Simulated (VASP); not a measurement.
# KV (Fd-3m) in VASP: single point with PBE

Aim: the single point of KV with PBE.

Everything below comes from runs of VASP 6.6.1. Logs are shortened: lines on timing, memory, paths and dates and some standing lists are left out, and cuts for length are marked.

### Step 1. The cell of the first run

It takes space group Fd-3m (No. 227, cubic). Conventional cell: a = 7.966 Å, b = 7.966 Å, c = 7.966 Å, α = 90.00°, β = 90.00°, γ = 90.00°. Within 4.5 Å of K (site symmetry -43m) lie 4 K at 3.45 Å and 10 V at 3.45 to 3.98 Å. Within 4.5 Å of V (site symmetry -43m) lie 10 K at 3.45 to 3.98 Å and 4 V at 3.45 Å.

### Step 2. Single point, PBE, collinear spin, ferromagnetic start

INCAR

```
  ALGO = Fast
  EDIFF = 1E-6
  ENCUT = 520
  GGA = PE
  ISIF = 2
  ISMEAR = 0
  ISPIN = 2
  LASPH = True
  LCHARG = False
  LMAXMIX = 4
  LORBIT = 11
  LREAL = False
  LWAVE = False
  MAGMOM = 0.15 0.15 3.66 3.66
  NBANDS = 34
  NELM = 150
  PREC = Accurate
  SIGMA = 0.1
```

KPOINTS

```
k-points
0
Gamma
  4 4 4
```

POSCAR

```
KV
1.0
    0.0000000000      3.9831787050      3.9831787050
    3.9831787050      0.0000000000      3.9831787050
    3.9831787050      3.9831787050      0.0000000000
K V
2 2
Direct
    0.5000000000      0.5000000000      0.5000000000
    0.7500000000      0.7500000000      0.7500000000
    0.0000000000      0.0000000000      0.0000000000
    0.2500000000      0.2500000000      0.2500000000
```

Potentials or basis: VASP PAW PBE potentials, release 64 (K_sv, V_sv).

Launch:

```console
$ cat potpaw_PBE.64/K_sv/POTCAR potpaw_PBE.64/V_sv/POTCAR > POTCAR
$ mpirun -np 1 vasp_std > vasp.out
```

OUTCAR:

```text
EDIFF = 1E-6
   ENCUT = 520
   GGA = PE
   ISIF = 2
   ISMEAR = 0
   ISPIN = 2
   LASPH = True
   LORBIT = 11
   LREAL = False
   NELM = 150
   PREC = Accurate

 ion  position               nearest neighbor table
   1  0.500  0.500  0.500-   2 3.45   2 3.45   2 3.45   2 3.45
   2  0.750  0.750  0.750-   1 3.45   1 3.45   1 3.45   1 3.45
   3  0.000  0.000  0.000-
   4  0.250  0.250  0.250-

  LATTYP: Found a face centered cubic cell.
 ALAT       =     7.9663574100

  Lattice vectors:

 A1 = (   0.0000000000,   3.9831787050,   3.9831787050)
 A2 = (   3.9831787050,   0.0000000000,   3.9831787050)
 A3 = (   3.9831787050,   3.9831787050,   0.0000000000)

Analysis of symmetry for initial positions (statically):
=====================================================================
 Subroutine PRICEL returns:
 Original cell was already a primitive cell.

 Routine SETGRP: Setting up the symmetry group for a
 face centered cubic supercell.

 Subroutine GETGRP returns: Found 48 space group operations
 (whereof 24 operations were pure point group operations)
 out of a pool of 48 trial point group operations.

The static configuration has the point symmetry T_d .
 The point group associated with its full space group is O_h .

Analysis of symmetry for dynamics (positions and initial velocities):
=====================================================================
 Subroutine PRICEL returns:
 Original cell was already a primitive cell.

 Routine SETGRP: Setting up the symmetry group for a
 face centered cubic supercell.

 Subroutine GETGRP returns: Found 48 space group operations
 (whereof 24 operations were pure point group operations)
 out of a pool of 48 trial point group operations.

The dynamic configuration has the point symmetry T_d .
 The point group associated with its full space group is O_h .

Analysis of structural, dynamic, and magnetic symmetry:
=====================================================================
 Subroutine PRICEL returns:
 Original cell was already a primitive cell.

 Routine SETGRP: Setting up the symmetry group for a
 face centered cubic supercell.

 Subroutine GETGRP returns: Found 48 space group operations
 (whereof 24 operations were pure point group operations)
 out of a pool of 48 trial point group operations.

The overall configuration has the point symmetry T_d .
 The point group associated with its full space group is O_h .

 Subroutine INISYM returns: Found 48 space group operations
 (whereof 24 operations are pure point group operations),
 and found     1 'primitive' translations

----------------------------------------------------------------------------------------

                                     Primitive cell

  volume of cell :     126.3919

  direct lattice vectors                    reciprocal lattice vectors
     0.000000000  3.983178705  3.983178705    -0.125527885  0.125527885  0.125527885
     3.983178705  0.000000000  3.983178705     0.125527885 -0.125527885  0.125527885
     3.983178705  3.983178705  0.000000000     0.125527885  0.125527885 -0.125527885

  length of vectors
     5.633065346  5.633065346  5.633065346     0.217420675  0.217420675  0.217420675

  position of ions in fractional coordinates (direct lattice)
     0.500000000  0.500000000  0.500000000
     0.750000000  0.750000000  0.750000000
     0.000000000  0.000000000  0.000000000
     0.250000000  0.250000000  0.250000000

  ion indices of the primitive-cell ions
   primitive index   ion index
                 1           1
                 2           2
                 3           3
                 4           4

----------------------------------------------------------------------------------------

 KPOINTS: k-points

Automatic generation of k-mesh.
 Grid dimensions read from file:
 generate k-points for:    4    4    4

 Generating k-lattice:

  Cartesian coordinates                     Fractional coordinates (reciprocal lattice)
    -0.031381971  0.031381971  0.031381971     0.250000000  0.000000000  0.000000000
     0.031381971 -0.031381971  0.031381971     0.000000000  0.250000000  0.000000000
     0.031381971  0.031381971 -0.031381971     0.000000000  0.000000000  0.250000000

  Length of vectors
     0.054355169  0.054355169  0.054355169

  Shift w.r.t. Gamma in fractional coordinates (k-lattice)
     0.000000000  0.000000000  0.000000000

 Subroutine IBZKPT returns following result:
 ===========================================

 Found      8 irreducible k-points:

 Following reciprocal coordinates:
            Coordinates               Weight
  0.000000  0.000000  0.000000      1.000000
  0.250000  0.000000  0.000000      8.000000
  0.500000  0.000000  0.000000      4.000000
  0.250000  0.250000  0.000000      6.000000
  0.500000  0.250000  0.000000     24.000000
 -0.250000  0.250000  0.000000     12.000000
  0.500000  0.500000  0.000000      3.000000
 -0.250000  0.500000  0.250000      6.000000
   k-points           NKPTS =      8   k-points in BZ     NKDIM =      8   number of bands    NBANDS=     34
   number of dos      NEDOS =    301   number of ions     NIONS =      4
   total plane-waves  NPLWV =  74088
   dimension x,y,z NGX =    42 NGY =   42 NGZ =   42
   dimension x,y,z NGXF=    84 NGYF=   84 NGZF=   84
   ions per type =               2   2
   NGX,Y,Z   is equivalent  to a cutoff of  12.40, 12.40, 12.40 a.u.
   NGXF,Y,Z  is equivalent  to a cutoff of  24.79, 24.79, 24.79 a.u.
 SYSTEM =  unknown system
   PREC   = accura    normal or accurate (medium, high low for compatibility)
   ISTART =      0    job   : 0-new  1-cont  2-samecut
   ICHARG =      2    charge: 1-file 2-atom 10-const
   ISPIN  =      2    spin polarized calculation?
   LNONCOLLINEAR =      F non collinear calculations
   LSORBIT =      F    spin-orbit coupling
   LASPH  =      T    aspherical Exc in radial PAW
   ENCUT  =  520.0 eV  38.22 Ry    6.18 a.u.  10.47 10.47 10.47*2*pi/ulx,y,z
   NELM   =    150;   NELMIN=  2; NELMDL= -5     # of ELM steps
   EDIFF  = 0.1E-05   stopping-criterion for ELM
   LREAL  =      F    real-space projection
   EDIFFG = 0.1E-04   stopping-criterion for IOM
   NSW    =      0    number of steps for IOM
   IBRION =     -1    ionic relax: 0-MD 1-quasi-New 2-CG
   NFREE  =      0    steps in history (QN), initial steepest desc. (CG)
   ISIF   =      2    stress and relaxation
   ISYM   =      2    0-nonsym 1-usesym 2-fastsym
   POTIM  = 0.5000    time-step for ionic-motion
   TEBEG  =    0.0;   TEEND  =   0.0 temperature during run
   PSTRESS=    0.0 pullay stress
   NELECT =      44.0000    total number of electrons
   NUPDOWN=      -1.0000    fix difference up-down
   EMIN   =  10.00;   EMAX   =-10.00  energy-range for DOS
   EFERMI =   0.00;   METHOD = LEGACY
   ISMEAR =     0;   SIGMA  =   0.10  broadening in eV -4-tet -1-fermi 0-gaus
   EFERMI_NEDOS =   21; number of points for ismear=-14 and -15
   IALGO  =     68    algorithm
   IMIX   =      4    mixing-type and parameters
     AMIX     =   0.40;   BMIX     =  1.00
     AMIX_MAG =   1.60;   BMIX_MAG =  1.00
  volume/ion in A,a.u.               =      31.60       213.23
  Fermi-wavevector in a.u.,A,eV,Ry     =   1.151647  2.176297 18.045273  1.326290
  Thomas-Fermi vector in A             =   2.288303
   LORBIT       =     11    0 simple, 1 ext, 2 COOP (PROOUT), +10 PAW based schemes
   GGA     = PE    functional components
   LHFCALC =     F    Hartree Fock is set to
   AEXX    =    0.0000 exact exchange contribution
   IVDW    =     0    specifies the selected vdW correction
   LEPSILON=     F    determine dielectric tensor
   LRPA    =     F    only Hartree local field effects (RPA)
 spin polarized calculation
 RMM-DIIS sequential band-by-band and
 Gauss-broadening in eV      SIGMA  =   0.10
  energy-cutoff  :      520.00
  volume of cell :      126.39
 maximum number of plane-waves:      3479
 NGX is ok and might be reduce to    42
   NGX = 21   NGY = 21   NGZ = 21

 number of electron      44.0000014 magnetization       8.5193671

 Free energy of the ion-electron system (eV)
  ---------------------------------------------------
  ext. energy  EPLUGINS =         0.00000000
  ---------------------------------------------------
  free energy    TOTEN  =       -14.10277726 eV

  energy without entropy =      -14.05577652  energy(sigma->0) =      -14.07927689

 E-fermi :   2.5419     XC(G=0):  -8.3762

 val. band max:        2.5047195979   @ k =  -0.2500   0.5000   0.2500
 cond. band min:       2.5468425600   @ k =   0.5000   0.0000   0.0000
 fundamental gap:      0.0421229620
 Fermi energy:         2.5418725723

 spin component 1

 k-point     1 :       0.0000    0.0000    0.0000
  band No.  band energies     occupation
      1     -62.3711      1.00000
      2     -62.3668      1.00000
      3     -36.2669      1.00000
      4     -36.2669      1.00000
      5     -36.2669      1.00000
      6     -36.2486      1.00000
[... 26 lines left out ...]
     33       5.7286      0.00000
     34       6.2878      0.00000

 k-point     2 :       0.2500    0.0000    0.0000
  band No.  band energies     occupation
      1     -62.3706      1.00000
      2     -62.3673      1.00000
      3     -36.2676      1.00000
      4     -36.2676      1.00000
      5     -36.2661      1.00000
      6     -36.2494      1.00000
[... 26 lines left out ...]
     33       6.0935      0.00000
     34       6.9541      0.00000
[... 183 lines left out ...]
     33       7.2555      0.00000
     34       7.2561      0.00000

 k-point     8 :      -0.2500    0.5000    0.2500
  band No.  band energies     occupation
      1     -62.3689      1.00000
      2     -62.3689      1.00000
      3     -36.2698      1.00000
      4     -36.2698      1.00000
      5     -36.2578      1.00000
      6     -36.2578      1.00000
[... 26 lines left out ...]
     33       6.6846      0.00000
     34       6.6846      0.00000
 Fermi energy:         2.5418725723

 spin component 2

 k-point     1 :       0.0000    0.0000    0.0000
  band No.  band energies     occupation
      1     -59.4169      1.00000
      2     -59.4123      1.00000
      3     -33.3376      1.00000
      4     -33.3376      1.00000
      5     -33.3376      1.00000
      6     -33.3175      1.00000
[... 26 lines left out ...]
     33       7.4215      0.00000
     34       8.0391      0.00000

 k-point     2 :       0.2500    0.0000    0.0000
  band No.  band energies     occupation
      1     -59.4164      1.00000
      2     -59.4128      1.00000
      3     -33.3385      1.00000
      4     -33.3385      1.00000
      5     -33.3368      1.00000
      6     -33.3184      1.00000
[... 26 lines left out ...]
     33       7.3468      0.00000
     34       7.9369      0.00000
[... 183 lines left out ...]
     33       7.4598      0.00000
     34       7.4598      0.00000

 k-point     8 :      -0.2500    0.5000    0.2500
  band No.  band energies     occupation
      1     -59.4146      1.00000
      2     -59.4146      1.00000
      3     -33.3410      1.00000
      4     -33.3410      1.00000
      5     -33.3276      1.00000
      6     -33.3276      1.00000
[... 26 lines left out ...]
     33       7.3307      0.00000
     34       7.3307      0.00000

------------------------ aborting loop because EDIFF is reached ----------------------------------------

  FORCE on cell =-STRESS in cart. coord.  units (eV):
  Direction    XX          YY          ZZ          XY          YZ          ZX
  --------------------------------------------------------------------------------------
  -------------------------------------------------------------------------------------
  Total        0.2880618      0.2880618      0.2880618     -0.0000000     -0.0000000      0.0000000
  in kB        3.6515475      3.6515475      3.6515475     -0.0000000     -0.0000000      0.0000000
  external PRESSURE =       3.6515475 kB  Pullay stress =       0.0000000 kB

 VOLUME and BASIS-vectors are now :
 -----------------------------------------------------------------------------
  energy-cutoff  :      520.00
  volume of cell :      126.39
      direct lattice vectors                 reciprocal lattice vectors
     0.000000000  3.983178705  3.983178705    -0.125527885  0.125527885  0.125527885
     3.983178705  0.000000000  3.983178705     0.125527885 -0.125527885  0.125527885
     3.983178705  3.983178705  0.000000000     0.125527885  0.125527885 -0.125527885

 POSITION                                       TOTAL-FORCE (eV/Angst)
 -----------------------------------------------------------------------------------
      3.98318      3.98318      3.98318        -0.000000     -0.000000     -0.000000
      5.97477      5.97477      5.97477         0.000000      0.000000      0.000000
      0.00000      0.00000      0.00000        -0.000000     -0.000000      0.000000
      1.99159      1.99159      1.99159         0.000000      0.000000     -0.000000
 -----------------------------------------------------------------------------------
    total drift:                               -0.000000     -0.000000      0.000000

  FREE ENERGIE OF THE ION-ELECTRON SYSTEM (eV)
  ---------------------------------------------------
  free  energy   TOTEN  =       -14.1027772639 eV

  energy  without entropy=      -14.0557765174  energy(sigma->0) =      -14.07927689

 total charge

# of ion       s       p       d       tot
------------------------------------------
    1        1.981   5.567   0.045   7.594
    2        1.981   5.567   0.045   7.594
    3        2.256   6.024   3.021  11.300
    4        2.256   6.024   3.021  11.300
--------------------------------------------------
tot          8.474  23.182   6.131  37.787

 magnetization (x)

# of ion       s       p       d       tot
------------------------------------------
    1        0.008   0.023   0.022   0.052
    2        0.008   0.023   0.022   0.052
    3        0.036   0.048   2.966   3.050
    4        0.036   0.048   2.966   3.050
--------------------------------------------------
tot          0.087   0.141   5.976   6.203
```

It took 3 min on 1 thread of Intel Xeon Platinum 8175M at 2.50GHz (Skylake/Cascade Lake), shared host; peak memory 0.33 GiB.

What came out:

```
Free energy                                           : -14.1028 eV
Pressure                                              : 0.4 GPa
Net moment                                            : 8.52 μB per cell
Site moments                                          : K +0.05; V +3.05 μB
Valence electrons inside the program's atomic spheres : K 7.59; V 11.30
```
